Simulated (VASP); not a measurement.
# Re (Fd-3m) in VASP: a series of runs

Re is run at these levels: PBE; tasks: single point, relaxation of cell and atoms.

All numbers are computed with VASP 6.6.1; they aren't measurements. Logs are shortened: lines on timing, memory, paths and dates and some standing lists are left out, and cuts for length are marked.

## Step 1: The cell of the first run

Symmetry: Fd-3m, No. 227, cubic system. The conventional cell has a = 4.462 Å, b = 4.462 Å, c = 4.462 Å, α = 90.00°, β = 90.00°, γ = 90.00°. Re (site symmetry -43m) has 4 Re at 1.93 Å within 2.6 Å.

## Step 2: Single point, PBE

Contents of INCAR:

```
SYSTEM = Re
ALGO = Normal
EDIFF = 1E-6
ENCUT = 520
GGA = PE
ISIF = 2
ISMEAR = -1
LASPH = .TRUE.
LCHARG = .FALSE.
LREAL = .FALSE.
LWAVE = .FALSE.
NBANDS = 14
NELM = 60
PREC = Accurate
SIGMA = 0.08
```

Contents of KPOINTS:

```
k-points
0
G
  15 15 15
  0 0 0
```

Contents of POSCAR:

```
Re
1.0
    0.0000000000      2.2308907542      2.2308907542
    2.2308907542      0.0000000000      2.2308907542
    2.2308907542      2.2308907542      0.0000000000
Re
2
Direct
   -0.1250000000     -0.1250000000     -0.1250000000
    0.1250000000      0.1250000000      0.1250000000
```

Potentials or basis: VASP PAW PBE potentials, release 64 (Re).

Run with:

```
$ cat potpaw_PBE.64/Re/POTCAR > POTCAR
$ mpirun -np 1 vasp_std > vasp.out
```

OUTCAR:

```text
SYSTEM = Re
   EDIFF = 1E-6
   ENCUT = 520
   GGA = PE
   ISIF = 2
   ISMEAR = -1
   LASPH = .TRUE.
   LREAL = .FALSE.
   NELM = 60
   PREC = Accurate

 ion  position               nearest neighbor table
   1  0.875  0.875  0.875-   2 1.93   2 1.93   2 1.93   2 1.93
   2  0.125  0.125  0.125-   1 1.93   1 1.93   1 1.93   1 1.93

  LATTYP: Found a face centered cubic cell.
 ALAT       =     4.4617815084

  Lattice vectors:

 A1 = (   0.0000000000,   2.2308907542,   2.2308907542)
 A2 = (   2.2308907542,   0.0000000000,   2.2308907542)
 A3 = (   2.2308907542,   2.2308907542,   0.0000000000)

Analysis of symmetry for initial positions (statically):
=====================================================================
 Subroutine PRICEL returns:
 Original cell was already a primitive cell.

 Routine SETGRP: Setting up the symmetry group for a
 face centered cubic supercell.

 Subroutine GETGRP returns: Found 48 space group operations
 (whereof 12 operations were pure point group operations)
 out of a pool of 48 trial point group operations.

The static configuration has the point symmetry D_3d.
 The point group associated with its full space group is O_h .

Analysis of symmetry for dynamics (positions and initial velocities):
=====================================================================
 Subroutine PRICEL returns:
 Original cell was already a primitive cell.

 Routine SETGRP: Setting up the symmetry group for a
 face centered cubic supercell.

 Subroutine GETGRP returns: Found 48 space group operations
 (whereof 12 operations were pure point group operations)
 out of a pool of 48 trial point group operations.

The dynamic configuration has the point symmetry D_3d.
 The point group associated with its full space group is O_h .

 Subroutine INISYM returns: Found 48 space group operations
 (whereof 12 operations are pure point group operations),
 and found     1 'primitive' translations

----------------------------------------------------------------------------------------

                                     Primitive cell

  volume of cell :      22.2057

  direct lattice vectors                    reciprocal lattice vectors
     0.000000000  2.230890754  2.230890754    -0.224125722  0.224125722  0.224125722
     2.230890754  0.000000000  2.230890754     0.224125722 -0.224125722  0.224125722
     2.230890754  2.230890754  0.000000000     0.224125722  0.224125722 -0.224125722

  length of vectors
     3.154955961  3.154955961  3.154955961     0.388197137  0.388197137  0.388197137

  position of ions in fractional coordinates (direct lattice)
     0.875000000  0.875000000  0.875000000
     0.125000000  0.125000000  0.125000000

  ion indices of the primitive-cell ions
   primitive index   ion index
                 1           1
                 2           2

----------------------------------------------------------------------------------------

 KPOINTS: k-points

Automatic generation of k-mesh.
 Grid dimensions read from file:
 generate k-points for:   15   15   15

 Generating k-lattice:

  Cartesian coordinates                     Fractional coordinates (reciprocal lattice)
    -0.014941715  0.014941715  0.014941715     0.066666667  0.000000000  0.000000000
     0.014941715 -0.014941715  0.014941715     0.000000000  0.066666667  0.000000000
     0.014941715  0.014941715 -0.014941715     0.000000000  0.000000000  0.066666667

  Length of vectors
     0.025879809  0.025879809  0.025879809

  Shift w.r.t. Gamma in fractional coordinates (k-lattice)
     0.000000000  0.000000000  0.000000000

 Subroutine IBZKPT returns following result:
 ===========================================

 Found    120 irreducible k-points:

 Following reciprocal coordinates:
            Coordinates               Weight
  0.000000  0.000000  0.000000      1.000000
  0.066667  0.000000  0.000000      8.000000
  0.133333  0.000000  0.000000      8.000000
  0.200000  0.000000  0.000000      8.000000
  0.266667  0.000000  0.000000      8.000000
  0.333333  0.000000  0.000000      8.000000
[... 16 lines left out ...]
  0.133333  0.133333  0.000000      6.000000
  0.200000  0.133333  0.000000     24.000000
 [... further k-points ...]
   k-points           NKPTS =    120   k-points in BZ     NKDIM =    120   number of bands    NBANDS=     14
   number of dos      NEDOS =    301   number of ions     NIONS =      2
   total plane-waves  NPLWV =  13824
   dimension x,y,z NGX =    24 NGY =   24 NGZ =   24
   dimension x,y,z NGXF=    48 NGYF=   48 NGZF=   48
   ions per type =               2
   NGX,Y,Z   is equivalent  to a cutoff of  12.65, 12.65, 12.65 a.u.
   NGXF,Y,Z  is equivalent  to a cutoff of  25.29, 25.29, 25.29 a.u.
 SYSTEM =  Re
   PREC   = accura    normal or accurate (medium, high low for compatibility)
   ISTART =      0    job   : 0-new  1-cont  2-samecut
   ICHARG =      2    charge: 1-file 2-atom 10-const
   ISPIN  =      1    spin polarized calculation?
   LNONCOLLINEAR =      F non collinear calculations
   LSORBIT =      F    spin-orbit coupling
   LASPH  =      T    aspherical Exc in radial PAW
   ENCUT  =  520.0 eV  38.22 Ry    6.18 a.u.   5.87  5.87  5.87*2*pi/ulx,y,z
   NELM   =     60;   NELMIN=  2; NELMDL= -5     # of ELM steps
   EDIFF  = 0.1E-05   stopping-criterion for ELM
   LREAL  =      F    real-space projection
   EDIFFG = 0.1E-04   stopping-criterion for IOM
   NSW    =      0    number of steps for IOM
   IBRION =     -1    ionic relax: 0-MD 1-quasi-New 2-CG
   NFREE  =      0    steps in history (QN), initial steepest desc. (CG)
   ISIF   =      2    stress and relaxation
   ISYM   =      2    0-nonsym 1-usesym 2-fastsym
   POTIM  = 0.5000    time-step for ionic-motion
   TEBEG  =    0.0;   TEEND  =   0.0 temperature during run
   PSTRESS=    0.0 pullay stress
   NELECT =      14.0000    total number of electrons
   NUPDOWN=      -1.0000    fix difference up-down
   EMIN   =  10.00;   EMAX   =-10.00  energy-range for DOS
   EFERMI =   0.00;   METHOD = LEGACY
   ISMEAR =    -1;   SIGMA  =   0.08  broadening in eV -4-tet -1-fermi 0-gaus
   EFERMI_NEDOS =   21; number of points for ismear=-14 and -15
   IALGO  =     38    algorithm
   IMIX   =      4    mixing-type and parameters
     AMIX     =   0.40;   BMIX     =  1.00
     AMIX_MAG =   1.60;   BMIX_MAG =  1.00
  volume/ion in A,a.u.               =      11.10        74.93
  Fermi-wavevector in a.u.,A,eV,Ry     =   1.403770  2.652740 26.811225  1.970569
  Thomas-Fermi vector in A             =   2.526398
   LORBIT       =      0    0 simple, 1 ext, 2 COOP (PROOUT), +10 PAW based schemes
   GGA     = PE    functional components
   LHFCALC =     F    Hartree Fock is set to
   AEXX    =    0.0000 exact exchange contribution
   IVDW    =     0    specifies the selected vdW correction
   LEPSILON=     F    determine dielectric tensor
   LRPA    =     F    only Hartree local field effects (RPA)
 non-spin polarized calculation
  energy-cutoff  :      520.00
  volume of cell :       22.21
 maximum number of plane-waves:       612
   NGX = 11   NGY = 11   NGZ = 11

 number of electron      14.0000002 magnetization

 Free energy of the ion-electron system (eV)
  ---------------------------------------------------
  ext. energy  EPLUGINS =         0.00000000
  ---------------------------------------------------
  free energy    TOTEN  =        -3.35474590 eV

  energy without entropy =       -3.31985459  energy(sigma->0) =       -3.33730025

 E-fermi :  12.5907     XC(G=0): -14.8014

 val. band max:       12.5875227149   @ k =   0.3333   0.3333   0.0000
 cond. band min:      12.6007561775   @ k =   0.2667   0.1333   0.0667
 fundamental gap:      0.0132334626
 Fermi energy:        12.5907142367

 k-point     1 :       0.0000    0.0000    0.0000
  band No.  band energies     occupation
      1       1.1545      2.00000
      2       3.5262      2.00000
      3       3.5262      2.00000
      4       7.6729      2.00000
      5       7.6729      2.00000
      6       7.6729      2.00000
      7      13.3729      0.00011
      8      13.3729      0.00011
      9      13.3729      0.00011
     10      21.6950      0.00000
     11      21.6950      0.00000
     12      24.1035      0.00000
     13      27.3900      0.00000
     14      27.3900      0.00000

 k-point     2 :       0.0667    0.0000    0.0000
  band No.  band energies     occupation
      1       1.3331      2.00000
      2       3.4498      2.00000
      3       3.4498      2.00000
      4       7.6117      2.00000
      5       7.8568      2.00000
      6       7.8568      2.00000
      7      12.9801      0.01528
      8      13.2847      0.00034
      9      13.2847      0.00034
     10      21.6441      0.00000
     11      21.6441      0.00000
     12      23.9596      0.00000
     13      27.4581      0.00000
     14      27.4583      0.00000

 k-point     3 :       0.1333    0.0000    0.0000
  band No.  band energies     occupation
      1       1.8369      2.00000
      2       3.2962      2.00000
      3       3.2962      2.00000
      4       7.4706      2.00000
      5       8.2579      2.00000
      6       8.2579      2.00000
      7      11.9749      1.99909
      8      13.1094      0.00305
      9      13.1094      0.00305
     10      21.4936      0.00000
     11      21.4936      0.00000
     12      23.9690      0.00000
     13      27.6834      0.00000
     14      27.6834      0.00000
[... 324 lines left out ...]
 k-point    23 :       0.1333    0.1333    0.0000
  band No.  band energies     occupation
      1       2.0953      2.00000
      2       2.5346      2.00000
      3       4.0216      2.00000
      4       7.6341      2.00000
      5       7.6341      2.00000
      6       9.0030      2.00000
      7      11.1704      2.00000
      8      13.3285      0.00020
      9      13.3285      0.00020
     10      20.1774      0.00000
     11      22.3013      0.00000
     12      23.5361      0.00000
     13      28.2026      0.00000
     14      28.2026      0.00000

 k-point    24 :       0.2000    0.1333    0.0000
  band No.  band energies     occupation
      1       2.2294      2.00000
      2       2.6714      2.00000
      3       4.2124      2.00000
      4       7.4724      2.00000
      5       7.6298      2.00000
      6       9.5839      2.00000
      7      10.3722      2.00000
      8      13.1537      0.00176
      9      13.4391      0.00005
     10      19.4992      0.00000
     11      22.3234      0.00000
     12      23.7031      0.00000
     13      28.3086      0.00000
     14      28.5358      0.00000

 [... further k-points ...]

------------------------ aborting loop because EDIFF is reached ----------------------------------------

  FORCE on cell =-STRESS in cart. coord.  units (eV):
  Direction    XX          YY          ZZ          XY          YZ          ZX
  --------------------------------------------------------------------------------------
  -------------------------------------------------------------------------------------
  Total       61.0992667     61.0992667     61.0992667      0.0000000      0.0000000      0.0000000
  in kB     4408.4069034   4408.4069034   4408.4069034      0.0000000      0.0000000      0.0000000
  external PRESSURE =    4408.4069034 kB  Pullay stress =       0.0000000 kB

 VOLUME and BASIS-vectors are now :
 -----------------------------------------------------------------------------
  energy-cutoff  :      520.00
  volume of cell :       22.21
      direct lattice vectors                 reciprocal lattice vectors
     0.000000000  2.230890754  2.230890754    -0.224125722  0.224125722  0.224125722
     2.230890754  0.000000000  2.230890754     0.224125722 -0.224125722  0.224125722
     2.230890754  2.230890754  0.000000000     0.224125722  0.224125722 -0.224125722

 POSITION                                       TOTAL-FORCE (eV/Angst)
 -----------------------------------------------------------------------------------
      3.90406      3.90406      3.90406        -0.000000     -0.000000     -0.000000
      0.55772      0.55772      0.55772         0.000000      0.000000      0.000000
 -----------------------------------------------------------------------------------
    total drift:                                0.000000      0.000000      0.000000

  FREE ENERGIE OF THE ION-ELECTRON SYSTEM (eV)
  ---------------------------------------------------
  free  energy   TOTEN  =        -3.3547458978 eV

  energy  without entropy=       -3.3198545926  energy(sigma->0) =       -3.33730025
```

Wall time 17 s (1 thread of Intel Xeon Platinum 8559C (Emerald Rapids), shared host); peak memory 0.16 GiB.

Results:

* Free energy: -3.3547 eV
* Pressure: 440.8 GPa
* Band gap on the k mesh: zero (band 7 reaches 13.58 eV, above the bottom of band 8 at 11.63 eV)

Caveat: spin-orbit coupling is left out, which moves the levels of the heavy elements.

## Step 3: Single point, PBE

This run uses another cell than the first one, of 11.08 Å³/atom, 0.998 times its volume.

Contents of INCAR:

```
  PREC = Accurate
  ENCUT = 520
  EDIFF = 1E-6
  ISMEAR = -1
  SIGMA = 0.08
  LREAL = F
  LASPH = T
  NELM = 60
  ALGO = Normal
  ISIF = 2
  LWAVE = F
  LCHARG = F
  GGA = PE
  NBANDS = 14
```

Contents of KPOINTS:

```
Automatic mesh
0
Gamma
  15 15 15
```

Contents of POSCAR:

```
Re
1.0
    0.0000000000      2.2292995851      2.2292995851
    2.2292995851      0.0000000000      2.2292995851
    2.2292995851      2.2292995851      0.0000000000
Re
2
Direct
   -0.1250000000     -0.1250000000     -0.1250000000
    0.1250000000      0.1250000000      0.1250000000
```

Potentials or basis: VASP PAW PBE potentials, release 64 (Re).

Run with:

```
$ cat potpaw_PBE.64/Re/POTCAR > POTCAR
$ mpirun -np 1 vasp_std > vasp.out
```

It took 16 s on 1 thread of Intel Xeon Platinum 8559C (Emerald Rapids), shared host; peak memory 0.15 GiB.

Results (log left out):

- Free energy: -3.2237 eV
- Pressure: 443.6 GPa
- Band gap on the k mesh: zero (band 7 reaches 13.61 eV, above the bottom of band 8 at 11.67 eV)

Levels at points of the mesh, in eV from the Fermi level:
```tsv
k point	band 5	band 6	band 7	band 8	band 9	band 10
(0.00, 0.00, 0.00)	-4.93	-4.93	0.78	0.78	0.78	9.12
```

Caveat: spin-orbit coupling is left out, which moves the levels of the heavy elements.

## Step 4: Relaxation of cell and atoms, PBE, target pressure 540 GPa, at which the enthalpy is minimised

This run uses another cell than the first one, of 9.76 Å³/atom, 0.879 times its volume.

Contents of INCAR:

```
SYSTEM = Re
PREC = Accurate ; ENCUT = 600
EDIFF = 1E-6 ; ISMEAR = -1
SIGMA = 0.08 ; LREAL = .FALSE.
LASPH = .TRUE. ; NELM = 60
ALGO = Normal ; ISIF = 3
LWAVE = .FALSE. ; LCHARG = .FALSE.
GGA = PE ; IBRION = 2
NSW = 60 ; EDIFFG = -0.005
PSTRESS = 5400.0
```

Contents of KPOINTS:

```
Automatic mesh
0
G
  15 15 15
  0 0 0
```

Contents of POSCAR:

```
Re
1.0
    0.0000000000      2.1367176507      2.1367176507
    2.1367176507      0.0000000000      2.1367176507
    2.1367176507      2.1367176507      0.0000000000
Re
2
Direct
   -0.1250000000     -0.1250000000     -0.1250000000
    0.1250000000      0.1250000000      0.1250000000
```

Run with:

```
$ cat potpaw_PBE.64/Re/POTCAR > POTCAR
$ mpirun -np 1 vasp_std > vasp.out
```

It took 65 s on 1 thread of Intel Xeon 6975P-C (Granite Rapids), shared host; peak memory 0.17 GiB.

It converged, with:

```yaml
Free_energy: 1.3508 eV
Relaxed_volume: 10.33 Å³/atom
Relaxed_cell: a = 3.080 Å, b = 3.080 Å, c = 3.080 Å, α = 60.00°, β = 60.00°, γ = 60.00°
Space_group_after_relaxing_to_0.05_Å: Fd-3m (No. 227)
Energy_change_on_relaxing_the_enthalpy_is_what_falls: -2097.8 meV/atom
Ionic_steps: 8
Pressure_after_relaxing: 540.0 GPa
Band_gap_on_the_k_mesh: zero (band 7 reaches 14.98 eV, above the bottom of band 8 at 12.80 eV)
```

Step by step:
```csv
step,energy change (eV),largest force (eV/Å),pressure (GPa),volume (Å³)
1,0.0000,0.0000,628.85,19.51
2,-26.8088,0.0000,30.78,39.12
3,-5.9796,0.0000,502.24,21.21
4,-4.1984,0.0000,539.90,20.66
5,-4.1191,0.0000,541.67,20.64
6,-4.1366,0.0000,541.34,20.65
7,-4.1891,0.0000,540.15,20.66
8,-4.1956,0.0000,540.03,20.66
```

Final structure:
```yaml
crystal:
  lattice:
    - [0.00000, 2.17799, 2.17799]
    - [2.17799, 0.00000, 2.17799]
    - [2.17799, 2.17799, 0.00000]
  atoms:
    - { symbol: Re, position: [0.87500, 0.87500, 0.87500] }
    - { symbol: Re, position: [0.12500, 0.12500, 0.12500] }
```

Levels at points of the mesh, in eV from the Fermi level:
```csv
k point,band 4,band 5,band 6,band 7,band 8,band 9,band 10,band 11
"(0.00, 0.00, 0.00)",-5.42,-5.42,-5.42,0.70,0.70,0.70,9.69,9.69
```

Caveat: the cell is relaxed towards a set pressure, so the enthalpy falls and the energy may rise; spin-orbit coupling is left out, which moves the levels of the heavy elements.

## Step 5: The runs side by side

```tsv
task	cell	cutoff (eV)	gap on the mesh (eV)	pressure (GPa)
single point	a = 3.155 Å, angles 60.0°, 2 atoms	520	none	440.8
single point	a = 3.153 Å, angles 60.0°, 2 atoms	520	none	443.6
relaxation of cell and atoms	relaxed to 540 GPa from a = 3.022 Å, angles 60.0°, 2 atoms	600	none	540.0
```

Alike in all rows: level PBE; potentials or basis VASP PAW PBE potentials, release 64 (Re); no spin polarisation; k mesh 15 × 15 × 15; smearing fermi-dirac 0.08 eV.

Caveats: spin-orbit coupling is left out, which moves the levels of the heavy elements; the cell is relaxed towards a set pressure, so the enthalpy falls and the energy may rise (some runs).

Total energies depend on the potentials used, so only differences within one code and one set of settings carry meaning.
